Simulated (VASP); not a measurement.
# Al (P6_3/mmc) in VASP: a series of runs, part 2 of 2

VASP 6.6.1. Earlier steps stand in the parts before.

### 3 Single point, BLYP (18.91 Å³/atom)

This run uses another cell than the first one, of 18.91 Å³/atom.

Input file INCAR:

```
PREC     = Accurate       # precision mode
ENCUT    = 520            # plane-wave cutoff, eV
EDIFF    = 1E-6           # SCF threshold, eV
ISMEAR   = -1             # smearing method
SIGMA    = 0.1            # smearing width, eV
LREAL    = False          # projectors in reciprocal space
LASPH    = True           # aspherical terms in the spheres
NELM     = 100            # most SCF steps
ALGO     = Normal         # electronic algorithm
ISIF     = 2              # what is computed and relaxed
LWAVE    = False          # write WAVECAR
LCHARG   = False          # write CHGCAR
GGA      = B5             # functional
ALDAX    = 1.0          
AGGAX    = 1.0          
AGGAC    = 1.0          
ALDAC    = 0.0          
NBANDS   = 14             # bands
```

Input file KPOINTS:

```
regular mesh
0
Gamma
  14 14 4
```

Input file POSCAR:

```
Al
1.0
    2.9574319632      0.0000000000      0.0000000000
   -1.4787159816      2.5612112101      0.0000000000
    0.0000000000      0.0000000000      9.9860281580
Al
4
Direct
    0.0000000000      1.0000000000      1.0000000000
    0.0000000000      1.0000000000      0.5000000000
    0.3333333333      0.6666666667      0.2500000000
    0.6666666667      0.3333333333      0.7500000000
```

Potentials or basis: VASP PAW PBE potentials, release 64 (Al).

The run is started by

```sh
> cat potpaw_PBE.64/Al/POTCAR > POTCAR
> mpirun -np 1 vasp_std > vasp.out
```

OUTCAR:

```text
PREC = Accurate
   ENCUT = 520
   EDIFF = 1E-6
   ISMEAR = -1
   LREAL = False
   LASPH = True
   NELM = 100
   ISIF = 2
   GGA = B5

 ion  position               nearest neighbor table
   1  0.000  0.000  0.000-   3 3.02   4 3.02   4 3.02   3 3.02   4 3.02   3 3.02
   2  0.000  0.000  0.500-   3 3.02   4 3.02   4 3.02   3 3.02   4 3.02   3 3.02
   3  0.333  0.667  0.250-   1 3.02   2 3.02   1 3.02   2 3.02   1 3.02   2 3.02
   4  0.667  0.333  0.750-   1 3.02   2 3.02   1 3.02   2 3.02   1 3.02   2 3.02

  LATTYP: Found a hexagonal cell.
 ALAT       =     2.9574319632
 C/A-ratio  =     3.3765876214

  Lattice vectors:

 A1 = (   2.9574319632,   0.0000000000,   0.0000000000)
 A2 = (  -1.4787159816,   2.5612112101,   0.0000000000)
 A3 = (   0.0000000000,   0.0000000000,   9.9860281580)

Analysis of symmetry for initial positions (statically):
=====================================================================
 Subroutine PRICEL returns:
 Original cell was already a primitive cell.

 Routine SETGRP: Setting up the symmetry group for a
 hexagonal supercell.

 Subroutine GETGRP returns: Found 24 space group operations
 (whereof 12 operations were pure point group operations)
 out of a pool of 24 trial point group operations.

The static configuration has the point symmetry D_3d.
 The point group associated with its full space group is D_6h.

Analysis of symmetry for dynamics (positions and initial velocities):
=====================================================================
 Subroutine PRICEL returns:
 Original cell was already a primitive cell.

 Routine SETGRP: Setting up the symmetry group for a
 hexagonal supercell.

 Subroutine GETGRP returns: Found 24 space group operations
 (whereof 12 operations were pure point group operations)
 out of a pool of 24 trial point group operations.

The dynamic configuration has the point symmetry D_3d.
 The point group associated with its full space group is D_6h.

 Subroutine INISYM returns: Found 24 space group operations
 (whereof 12 operations are pure point group operations),
 and found     1 'primitive' translations

[... 132 lines left out ...]
 maximum number of plane-waves:      2101
 NGX is ok and might be reduce to    24
   NGX = 11   NGY = 11   NGZ = 37

 number of electron      12.0000000 magnetization

 Free energy of the ion-electron system (eV)
  ---------------------------------------------------
  ext. energy  EPLUGINS =         0.00000000
  ---------------------------------------------------
  free energy    TOTEN  =       -10.73505104 eV

  energy without entropy =      -10.67413735  energy(sigma->0) =      -10.70459419

 E-fermi :   7.1250     XC(G=0):  -9.1692

 val. band max:        7.1249757620   @ k =   0.3571   0.2143   0.5000
 cond. band min:       7.1659458884   @ k =   0.3571   0.2857   0.5000
 fundamental gap:      0.0409701264
 Fermi energy:         7.1249990530

 k-point     1 :       0.0000    0.0000    0.0000
  band No.  band energies     occupation
      1      -3.0902      2.00000
      2      -1.6204      2.00000
      3      -1.6168      2.00000
      4       2.4399      2.00000
      5       3.0221      2.00000
      6       9.7059      0.00000
      7       9.7200      0.00000
      8      17.0285      0.00000
      9      17.0285      0.00000
     10      17.3677      0.00000
     11      17.3677      0.00000
     12      18.2116      0.00000
     13      18.2123      0.00000
     14      18.2127      0.00000
[... 377 lines left out ...]
      1       3.6595      2.00000
      2       3.8474      2.00000
      3       4.9195      2.00000
      4       5.0887      2.00000
      5       5.1856      2.00000
      6       5.2338      2.00000
      7       5.5663      2.00000
      8       6.6784      1.97726
      9       6.7841      1.93596
     10       9.1250      0.00000
     11       9.2510      0.00000
     12       9.3499      0.00000
     13      10.0357      0.00000
     14      10.7283      0.00000

 [... further k-points ...]

------------------------ aborting loop because EDIFF is reached ----------------------------------------

  FORCE on cell =-STRESS in cart. coord.  units (eV):
  Direction    XX          YY          ZZ          XY          YZ          ZX
  --------------------------------------------------------------------------------------
  -------------------------------------------------------------------------------------
  Total       -1.7232774     -1.7232774     -1.1924991      0.0000000      0.0000000      0.0000000
  in kB      -36.5016787    -36.5016787    -25.2589743      0.0000000      0.0000000      0.0000000
  external PRESSURE =     -32.7541106 kB  Pullay stress =       0.0000000 kB

 VOLUME and BASIS-vectors are now :
 -----------------------------------------------------------------------------
  energy-cutoff  :      520.00
  volume of cell :       75.64
      direct lattice vectors                 reciprocal lattice vectors
     2.957431963  0.000000000  0.000000000     0.338131194  0.195220136  0.000000000
    -1.478715982  2.561211210  0.000000000     0.000000000  0.390440271  0.000000000
     0.000000000  0.000000000  9.986028158     0.000000000  0.000000000  0.100139914

 POSITION                                       TOTAL-FORCE (eV/Angst)
 -----------------------------------------------------------------------------------
      0.00000      0.00000      0.00000         0.000000     -0.000000      0.000000
      0.00000      0.00000      4.99301         0.000000     -0.000000      0.000000
     -0.00000      1.70747      2.49651         0.000000     -0.000000      0.000000
      1.47872      0.85374      7.48952        -0.000000      0.000000      0.000000
 -----------------------------------------------------------------------------------
    total drift:                               -0.000000      0.000000      0.000000

  FREE ENERGIE OF THE ION-ELECTRON SYSTEM (eV)
  ---------------------------------------------------
  free  energy   TOTEN  =       -10.7350510433 eV

  energy  without entropy=      -10.6741373459  energy(sigma->0) =      -10.70459419
```

OSZICAR:

```text
N       E                     dE             d eps       ncg     rms          rms(c)
DAV:   1     0.851953073333E+01    0.85195E+01   -0.38760E+03  2016   0.638E+02
DAV:   2    -0.100685898057E+02   -0.18588E+02   -0.17252E+02  2648   0.831E+01
DAV:   3    -0.107347334250E+02   -0.66614E+00   -0.65460E+00  2764   0.126E+01
DAV:   4    -0.107409394548E+02   -0.62060E-02   -0.62043E-02  2450   0.146E+00
DAV:   5    -0.107410201742E+02   -0.80719E-04   -0.80719E-04  2658   0.181E-01    0.142E+00
DAV:   6    -0.107356785564E+02    0.53416E-02   -0.69688E-03  2374   0.522E-01    0.907E-01
DAV:   7    -0.107347410758E+02    0.93748E-03   -0.21799E-02  2342   0.942E-01    0.966E-02
DAV:   8    -0.107350341529E+02   -0.29308E-03   -0.51481E-04  2806   0.136E-01    0.294E-02
DAV:   9    -0.107350526897E+02   -0.18537E-04   -0.31487E-05  2478   0.310E-02    0.643E-03
DAV:  10    -0.107350512353E+02    0.14545E-05   -0.14547E-06  1956   0.943E-03    0.416E-03
DAV:  11    -0.107350510433E+02    0.19193E-06   -0.60666E-07  1548   0.452E-03
   1 F= -.10735051E+02 E0= -.10704594E+02  d E =-.609137E-01
```

Run time: 99 s. Hardware: 1 thread of Intel Xeon 8259CL, shared host; peak memory 0.22 GiB.

Results:

```yaml
Free_energy: -10.7351 eV
Pressure: -3.3 GPa
Band_gap_on_the_k_mesh: zero (bands 6 and 7 overlap by 4.76 eV)
```

Stress tensor (GPa, compression positive):
```
-3.65  0.00  0.00
 0.00 -3.65  0.00
 0.00  0.00 -2.53
```

Levels at points of the mesh, in eV from the Fermi level:
```
           k point  band 3  band 4  band 5  band 6  band 7  band 8  band 9  band 10
(0.00, 0.00, 0.00)   -8.74   -4.69   -4.10    2.58    2.60    9.90    9.90    10.24
(0.50, 0.00, 0.00)   -3.45   -3.31   -3.23   -3.01    0.66    0.88    0.93     1.49
(0.00, 0.00, 0.50)   -6.93   -6.93   -1.20   -1.20    6.89    6.89   10.14    10.14
(0.50, 0.00, 0.50)   -4.19   -4.19   -1.74   -1.74   -1.21   -1.21    3.76     3.76
```

Caveat: the cell stands under tension; the PAW data sets were made with another functional, which shifts forces and pressure a little.

### 4 Single point, BLYP (19.61 Å³/atom)

This run uses another cell than the first one, of 19.61 Å³/atom.

Input file INCAR:

```
SYSTEM = Al
PREC     = Accurate       ! precision mode
ENCUT    = 520            ! plane-wave cutoff, eV
EDIFF    = 1E-6           ! SCF threshold, eV
ISMEAR   = -1             ! smearing method
SIGMA    = 0.1            ! smearing width, eV
LREAL    = .False.        ! projectors in reciprocal space
LASPH    = .True.         ! aspherical terms in the spheres
NELM     = 100            ! most SCF steps
ALGO     = Normal         ! electronic algorithm
ISIF     = 2              ! what is computed and relaxed
LWAVE    = .False.        ! write WAVECAR
LCHARG   = .False.        ! write CHGCAR
GGA      = B5             ! functional
ALDAX    = 1.0          
AGGAX    = 1.0          
AGGAC    = 1.0          
ALDAC    = 0.0          
NBANDS   = 14             ! bands
```

Input file KPOINTS:

```
Automatic mesh
0
Gamma
  14 14 4
  0 0 0
```

Input file POSCAR:

```
Al
1.0
    2.9935017615      0.0000000000      0.0000000000
   -1.4967508808      2.5924485718      0.0000000000
    0.0000000000      0.0000000000     10.1078209924
Al
4
Direct
    0.0000000000      1.0000000000      1.0000000000
    0.0000000000      1.0000000000      0.5000000000
    0.3333333333      0.6666666667      0.2500000000
    0.6666666667      0.3333333333      0.7500000000
```

The run is started by

```sh
> cat potpaw_PBE.64/Al/POTCAR > POTCAR
> mpirun -np 1 vasp_std > vasp.out
```

It took 85 s on 1 thread of Intel Xeon 8259CL, shared host; peak memory 0.22 GiB.

The run converged. Its results:

```yaml
Free_energy: -10.6677 eV
Pressure: -4.4 GPa
Band_gap_on_the_k_mesh: zero (bands 6 and 7 overlap by 4.63 eV)
```

Stress tensor (GPa, compression positive):
```
-4.80  0.00  0.00
 0.00 -4.80  0.00
 0.00  0.00 -3.57
```

Levels at points of the mesh, in eV from the Fermi level:
```csv
k point,band 3,band 4,band 5,band 6,band 7,band 8,band 9,band 10
"(0.00, 0.00, 0.00)",-8.54,-4.63,-3.95,2.53,2.55,9.61,9.61,9.98
"(0.50, 0.00, 0.00)",-3.34,-3.21,-3.18,-2.96,0.60,0.79,0.95,1.53
"(0.00, 0.00, 0.50)",-6.77,-6.77,-1.16,-1.16,6.74,6.74,9.84,9.84
"(0.50, 0.00, 0.50)",-4.06,-4.06,-1.69,-1.69,-1.20,-1.20,3.66,3.66
```

Caveat: the cell stands under tension; the PAW data sets were made with another functional, which shifts forces and pressure a little.

### 5 Single point, BLYP

This run uses another cell than the first one, of 17.51 Å³/atom.

Input file INCAR:

```
  AGGAC = 1.0
  AGGAX = 1.0
  ALDAC = 0.0
  ALDAX = 1.0
  ALGO = Normal
  EDIFF = 1E-6
  ENCUT = 520
  GGA = B5
  ISIF = 2
  ISMEAR = -1
  LASPH = T
  LCHARG = F
  LREAL = F
  LWAVE = F
  NBANDS = 14
  NELM = 100
  PREC = Accurate
  SIGMA = 0.1
```

Input file KPOINTS:

```
k-points
0
Gamma
  17 17 5
```

Input file POSCAR:

```
Al
1.0
    2.8825278400      0.0000000000      0.0000000000
   -1.4412639200      2.4963423366      0.0000000000
    0.0000000000      0.0000000000      9.7331078227
Al
4
Direct
    0.0000000000      1.0000000000      1.0000000000
    0.0000000000      1.0000000000      0.5000000000
    0.3333333333      0.6666666667      0.2500000000
    0.6666666667      0.3333333333      0.7500000000
```

The run is started by

```sh
> cat potpaw_PBE.64/Al/POTCAR > POTCAR
> mpirun -np 1 vasp_std > vasp.out
```

It took 1.7 min on 1 thread of Intel Xeon 8259CL, shared host; peak memory 0.23 GiB.

It converged, with:

```yaml
Free_energy: -10.7920 eV
Pressure: 0.1 GPa
Band_gap_on_the_k_mesh: zero (bands 6 and 7 overlap by 5.03 eV)
```

Stress tensor (GPa, compression positive):
```
 0.27  0.00  0.00
 0.00  0.27  0.00
 0.00  0.00 -0.10
```

Levels at points of the mesh, in eV from the Fermi level:
| k point | band 2 | band 3 | band 4 | band 5 | band 6 | band 7 | band 8 | band 9 | band 10 | band 11 |
| --- | --- | --- | --- | --- | --- | --- | --- | --- | --- | --- |
| (0.00, 0.00, 0.00) | -9.15 | -9.15 | -4.77 | -4.40 | 2.72 | 2.74 | 10.57 | 10.57 | 10.84 | 10.84 |

Caveat: the PAW data sets were made with another functional, which shifts forces and pressure a little.

### 6 Summary

| cell | k mesh | gap on the mesh (eV) | pressure (GPa) |
| --- | --- | --- | --- |
| a = 2.920, b = 2.920, c = 9.861 Å, angles 90.0, 90.0, 120.0°, 4 atoms | 14 × 14 × 4 | none | -1.8 |
| a = 2.957, b = 2.957, c = 9.986 Å, angles 90.0, 90.0, 120.0°, 4 atoms | 14 × 14 × 4 | none | -3.3 |
| a = 2.994, b = 2.994, c = 10.108 Å, angles 90.0, 90.0, 120.0°, 4 atoms | 14 × 14 × 4 | none | -4.4 |
| a = 2.883, b = 2.883, c = 9.733 Å, angles 90.0, 90.0, 120.0°, 4 atoms | 17 × 17 × 5 | none | 0.1 |

Alike in all rows: task single point; level BLYP; potentials or basis VASP PAW PBE potentials, release 64 (Al); no spin polarisation; cutoff (eV) 520; smearing fermi-dirac 0.1 eV.

Caveats: the PAW data sets were made with another functional, which shifts forces and pressure a little; the cell stands under tension (at least some runs).

Absolute energies hang on the potentials; compare differences alone.
